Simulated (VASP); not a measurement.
# Sr (Cmce) in VASP: single point with r2SCAN

Aim: the single point of Sr with r2SCAN.

Everything below comes from runs of VASP 6.6.1. Logs are shortened: lines on timing, memory, paths and dates and some standing lists are left out, and cuts for length are marked.

### Step 1. The cell of the first run

It takes space group Cmce (No. 64, orthorhombic). Conventional cell: a = 6.084 Å, b = 6.083 Å, c = 12.344 Å, α = 90.00°, β = 90.00°, γ = 90.00°. Sr (site symmetry m) has 12 Sr at 4.30 to 4.35 Å within 5.6 Å.

### Step 2. Single point, r2SCAN

POSCAR

```
Sr
1.0
    3.0420647365     -3.0413456271      0.0000000000
    3.0420647365      3.0413456271      0.0000000000
    0.0000000000      0.0000000000     12.3439027639
Sr
4
Direct
    0.7527354033      0.2472645967      0.1247804317
    0.7472645967      0.2527354033      0.6247804317
    0.2472645967      0.7527354033      0.8752195683
    0.2527354033      0.7472645967      0.3752195683
```

INCAR.step1

```
SYSTEM = Sr
PREC = Accurate
ENCUT = 520
ISMEAR = 0
SIGMA = 0.1
LREAL = .False.
LASPH = .True.
NELM = 100
NBANDS = 28
GGA = PE
ALGO = Normal
EDIFF = 1E-4
LWAVE = .True.
LCHARG = .False.
```

INCAR.step2

```
SYSTEM = Sr
PREC = Accurate
ENCUT = 520
EDIFF = 1E-6
ISMEAR = 0
SIGMA = 0.1
LREAL = .False.
LASPH = .True.
NELM = 100
ALGO = Normal
ISIF = 2
LWAVE = .False.
LCHARG = .False.
METAGGA = R2SCAN
LMIXTAU = .True.
NBANDS = 28
ISTART = 1
```

KPOINTS

```
regular mesh
0
Gamma
  4 4 2
  0 0 0
```

Potentials or basis: VASP PAW PBE potentials, release 64 (Sr_sv).

Command:

```
$ cat potpaw_PBE.64/Sr_sv/POTCAR > POTCAR
$ cp INCAR.step1 INCAR
$ mpirun -np 1 vasp_std > vasp.out
$ cp INCAR.step2 INCAR
$ mpirun -np 1 vasp_std > vasp.out
```

OUTCAR:

```text
SYSTEM = Sr
   PREC = Accurate
   ENCUT = 520
   EDIFF = 1E-6
   ISMEAR = 0
   LREAL = .False.
   LASPH = .True.
   NELM = 100
   ISIF = 2
   METAGGA = R2SCAN
   ISTART = 1

 ion  position               nearest neighbor table
   1  0.753  0.247  0.125-   3 4.31   3 4.33   3 4.33   4 4.34   4 4.34   4 4.34   4 4.34   3 4.35

   2  0.747  0.253  0.625-   4 4.31   4 4.33   4 4.33   3 4.34   3 4.34   3 4.34   3 4.34   4 4.35

   3  0.247  0.753  0.875-   1 4.31   1 4.33   1 4.33   2 4.34   2 4.34   2 4.34   2 4.34   1 4.35

   4  0.253  0.747  0.375-   2 4.31   2 4.33   2 4.33   1 4.34   1 4.34   1 4.34   1 4.34   2 4.35

  LATTYP: Found a base centered orthorhombic cell.
 ALAT       =     6.0826912542
 B/A-ratio  =     1.0002364445
 C/A-ratio  =     2.0293488931

  Lattice vectors:

 A1 = (  -3.0420647365,  -3.0413456271,   0.0000000000)
 A2 = (   3.0420647365,  -3.0413456271,   0.0000000000)
 A3 = (   0.0000000000,   0.0000000000,  12.3439027639)

Analysis of symmetry for initial positions (statically):
=====================================================================
 Subroutine PRICEL returns:
 Original cell was already a primitive cell.

 Routine SETGRP: Setting up the symmetry group for a
 base centered orthorhombic supercell.

 Subroutine GETGRP returns: Found  8 space group operations
 (whereof  4 operations were pure point group operations)
 out of a pool of  8 trial point group operations.

The static configuration has the point symmetry C_2h.
 The point group associated with its full space group is D_2h.

Analysis of symmetry for dynamics (positions and initial velocities):
=====================================================================
 Subroutine PRICEL returns:
 Original cell was already a primitive cell.

 Routine SETGRP: Setting up the symmetry group for a
 base centered orthorhombic supercell.

 Subroutine GETGRP returns: Found  8 space group operations
 (whereof  4 operations were pure point group operations)
 out of a pool of  8 trial point group operations.

The dynamic configuration has the point symmetry C_2h.
 The point group associated with its full space group is D_2h.

 Subroutine INISYM returns: Found  8 space group operations
 (whereof  4 operations are pure point group operations),
 and found     1 'primitive' translations

----------------------------------------------------------------------------------------

                                     Primitive cell

  volume of cell :     228.4108

  direct lattice vectors                    reciprocal lattice vectors
     3.042064736 -3.041345627  0.000000000     0.164362051 -0.164400914  0.000000000
     3.042064736  3.041345627  0.000000000     0.164362051  0.164400914  0.000000000
     0.000000000  0.000000000 12.343902764     0.000000000  0.000000000  0.081011656

  length of vectors
     4.301620751  4.301620751 12.343902764     0.232470524  0.232470524  0.081011656

  position of ions in fractional coordinates (direct lattice)
     0.752735403  0.247264597  0.124780432
     0.747264597  0.252735403  0.624780432
     0.247264597  0.752735403  0.875219568
     0.252735403  0.747264597  0.375219568

  ion indices of the primitive-cell ions
   primitive index   ion index
                 1           1
                 2           2
                 3           3
                 4           4

----------------------------------------------------------------------------------------

 KPOINTS: regular mesh

Automatic generation of k-mesh.
 Grid dimensions read from file:
 generate k-points for:    4    4    2

 Generating k-lattice:

  Cartesian coordinates                     Fractional coordinates (reciprocal lattice)
     0.041090513 -0.041100228  0.000000000     0.250000000  0.000000000  0.000000000
     0.041090513  0.041100228  0.000000000     0.000000000  0.250000000  0.000000000
     0.000000000  0.000000000  0.040505828     0.000000000  0.000000000  0.500000000

  Length of vectors
     0.058117631  0.058117631  0.040505828

  Shift w.r.t. Gamma in fractional coordinates (k-lattice)
     0.000000000  0.000000000  0.000000000

 Subroutine IBZKPT returns following result:
 ===========================================

 Found     14 irreducible k-points:

 Following reciprocal coordinates:
            Coordinates               Weight
  0.000000  0.000000  0.000000      1.000000
  0.250000  0.000000  0.000000      4.000000
  0.500000  0.000000  0.000000      2.000000
  0.250000  0.250000  0.000000      2.000000
  0.500000  0.250000  0.000000      4.000000
 -0.250000  0.250000  0.000000      2.000000
  0.500000  0.500000  0.000000      1.000000
  0.000000  0.000000  0.500000      1.000000
  0.250000  0.000000  0.500000      4.000000
  0.500000  0.000000  0.500000      2.000000
  0.250000  0.250000  0.500000      2.000000
  0.500000  0.250000  0.500000      4.000000
 -0.250000  0.250000  0.500000      2.000000
  0.500000  0.500000  0.500000      1.000000
   k-points           NKPTS =     14   k-points in BZ     NKDIM =     14   number of bands    NBANDS=     28
   number of dos      NEDOS =    301   number of ions     NIONS =      4
   total plane-waves  NPLWV =  98304
   dimension x,y,z NGX =    32 NGY =   32 NGZ =   96
   dimension x,y,z NGXF=    64 NGYF=   64 NGZF=  192
   ions per type =               4
   NGX,Y,Z   is equivalent  to a cutoff of  12.37, 12.37, 12.93 a.u.
   NGXF,Y,Z  is equivalent  to a cutoff of  24.73, 24.73, 25.86 a.u.
 SYSTEM =  Sr
   PREC   = accura    normal or accurate (medium, high low for compatibility)
   ISTART =      1    job   : 0-new  1-cont  2-samecut
   ICHARG =      0    charge: 1-file 2-atom 10-const
   ISPIN  =      1    spin polarized calculation?
   LNONCOLLINEAR =      F non collinear calculations
   LSORBIT =      F    spin-orbit coupling
   LASPH  =      T    aspherical Exc in radial PAW
   ENCUT  =  520.0 eV  38.22 Ry    6.18 a.u.   8.00  8.00 22.95*2*pi/ulx,y,z
   NELM   =    100;   NELMIN=  2; NELMDL=  0     # of ELM steps
   EDIFF  = 0.1E-05   stopping-criterion for ELM
   LREAL  =      F    real-space projection
   EDIFFG = 0.1E-04   stopping-criterion for IOM
   NSW    =      0    number of steps for IOM
   IBRION =     -1    ionic relax: 0-MD 1-quasi-New 2-CG
   NFREE  =      0    steps in history (QN), initial steepest desc. (CG)
   ISIF   =      2    stress and relaxation
   ISYM   =      2    0-nonsym 1-usesym 2-fastsym
   POTIM  = 0.5000    time-step for ionic-motion
   TEBEG  =    0.0;   TEEND  =   0.0 temperature during run
   PSTRESS=    0.0 pullay stress
   NELECT =      40.0000    total number of electrons
   NUPDOWN=      -1.0000    fix difference up-down
   EMIN   =  10.00;   EMAX   =-10.00  energy-range for DOS
   EFERMI =   0.00;   METHOD = LEGACY
   ISMEAR =     0;   SIGMA  =   0.10  broadening in eV -4-tet -1-fermi 0-gaus
   EFERMI_NEDOS =   21; number of points for ismear=-14 and -15
   IALGO  =     38    algorithm
   IMIX   =      4    mixing-type and parameters
     AMIX     =   0.40;   BMIX     =  1.00
     AMIX_MAG =   1.60;   BMIX_MAG =  1.00
  volume/ion in A,a.u.               =      57.10       385.35
  Fermi-wavevector in a.u.,A,eV,Ry     =   0.915917  1.730831 11.413971  0.838903
  Thomas-Fermi vector in A             =   2.040713
   LORBIT       =      0    0 simple, 1 ext, 2 COOP (PROOUT), +10 PAW based schemes
   METAGGA = R2SCAN    functional components
   LHFCALC =     F    Hartree Fock is set to
   AEXX    =    0.0000 exact exchange contribution
   IVDW    =     0    specifies the selected vdW correction
   LEPSILON=     F    determine dielectric tensor
   LRPA    =     F    only Hartree local field effects (RPA)
 non-spin polarized calculation
 Gauss-broadening in eV      SIGMA  =   0.10
  energy-cutoff  :      520.00
  volume of cell :      228.41
 maximum number of plane-waves:      6208
   NGX = 15   NGY = 15   NGZ = 45

 number of electron      39.9999999 magnetization

 Free energy of the ion-electron system (eV)
  ---------------------------------------------------
  ext. energy  EPLUGINS =         0.00000000
  ---------------------------------------------------
  free energy    TOTEN  =       -60.51033386 eV

  energy without entropy =      -60.48304529  energy(sigma->0) =      -60.49668957

 E-fermi :   1.4374     XC(G=0):  -7.6776

 val. band max:        1.4316757377   @ k =   0.2500   0.0000   0.0000
 cond. band min:       1.5848095858   @ k =   0.5000   0.5000   0.0000
 fundamental gap:      0.1531338481
 Fermi energy:         1.4374312550

 k-point     1 :       0.0000    0.0000    0.0000
  band No.  band energies     occupation
      1     -36.6292      2.00000
      2     -36.6211      2.00000
      3     -36.6209      2.00000
      4     -36.6128      2.00000
      5     -18.0577      2.00000
      6     -17.9773      2.00000
[... 20 lines left out ...]
     27       4.0846      0.00000
     28       4.1538      0.00000

 k-point     2 :       0.2500    0.0000    0.0000
  band No.  band energies     occupation
      1     -36.6246      2.00000
      2     -36.6188      2.00000
      3     -36.6187      2.00000
      4     -36.6129      2.00000
      5     -18.0286      2.00000
      6     -18.0229      2.00000
[... 20 lines left out ...]
     27       3.6970      0.00000
     28       4.1000      0.00000

 k-point     3 :       0.5000    0.0000    0.0000
  band No.  band energies     occupation
      1     -36.6166      2.00000
      2     -36.6166      2.00000
      3     -36.6163      2.00000
      4     -36.6163      2.00000
      5     -18.0707      2.00000
      6     -18.0707      2.00000
[... 20 lines left out ...]
     27       3.8994      0.00000
     28       3.9037      0.00000

 k-point     4 :       0.2500    0.2500    0.0000
  band No.  band energies     occupation
      1     -36.6206      2.00000
      2     -36.6165      2.00000
      3     -36.6164      2.00000
      4     -36.6124      2.00000
      5     -18.0184      2.00000
      6     -18.0178      2.00000
[... 268 lines left out ...]
     27       2.9079      0.00000
     28       2.9079      0.00000

 k-point    13 :      -0.2500    0.2500    0.5000
  band No.  band energies     occupation
      1     -36.6194      2.00000
      2     -36.6194      2.00000
      3     -36.6136      2.00000
      4     -36.6136      2.00000
      5     -18.0176      2.00000
      6     -18.0176      2.00000
[... 20 lines left out ...]
     27       3.5559      0.00000
     28       3.5559      0.00000

 k-point    14 :       0.5000    0.5000    0.5000
  band No.  band energies     occupation
      1     -36.6120      2.00000
      2     -36.6120      2.00000
      3     -36.6120      2.00000
      4     -36.6120      2.00000
      5     -18.0465      2.00000
      6     -18.0465      2.00000
[... 20 lines left out ...]
     27       2.3803      0.00000
     28       2.3803      0.00000

------------------------ aborting loop because EDIFF is reached ----------------------------------------

  FORCE on cell =-STRESS in cart. coord.  units (eV):
  Direction    XX          YY          ZZ          XY          YZ          ZX
  --------------------------------------------------------------------------------------
  -------------------------------------------------------------------------------------
  Total        0.1836173      0.1873299      0.1408312      0.0000000      0.0000000      0.0000000
  in kB        1.2879749      1.3140167      0.9878542      0.0000000      0.0000000      0.0000000
  external PRESSURE =       1.1966153 kB  Pullay stress =       0.0000000 kB

 VOLUME and BASIS-vectors are now :
 -----------------------------------------------------------------------------
  energy-cutoff  :      520.00
  volume of cell :      228.41
      direct lattice vectors                 reciprocal lattice vectors
     3.042064736 -3.041345627  0.000000000     0.164362051 -0.164400914  0.000000000
     3.042064736  3.041345627  0.000000000     0.164362051  0.164400914  0.000000000
     0.000000000  0.000000000 12.343902764     0.000000000  0.000000000  0.081011656

 POSITION                                       TOTAL-FORCE (eV/Angst)
 -----------------------------------------------------------------------------------
      3.04206     -1.53731      1.54028         0.000000      0.015736      0.010100
      3.04206     -1.50403      7.71223         0.000000     -0.015736      0.010100
      3.04206      1.53731     10.80363         0.000000     -0.015736     -0.010100
      3.04206      1.50403      4.63167         0.000000      0.015736     -0.010100
 -----------------------------------------------------------------------------------
    total drift:                               -0.000000      0.000000      0.000000

  FREE ENERGIE OF THE ION-ELECTRON SYSTEM (eV)
  ---------------------------------------------------
  free  energy   TOTEN  =       -60.5103338596 eV

  energy  without entropy=      -60.4830452894  energy(sigma->0) =      -60.49668957
```

Run time: 8 min. Hardware: 1 thread of AMD EPYC 7R43 (Zen 3), shared host; peak memory 0.32 GiB.

Results:

```
Free energy            : -60.5103 eV
Pressure               : 0.1 GPa
Largest force          : 0.019 eV/Å
Band gap on the k mesh : zero (band 20 reaches 1.60 eV, above the bottom of band 21 at 1.39 eV)
```

Forces in eV/Å, atoms in the order of the input:
```
Sr   0.000  0.016  0.010
Sr   0.000 -0.016  0.010
Sr   0.000 -0.016 -0.010
Sr   0.000  0.016 -0.010
```

Caveat: the k points lie up to 0.37 Å⁻¹ apart; the PAW data sets were made with another functional, which shifts forces and pressure a little.
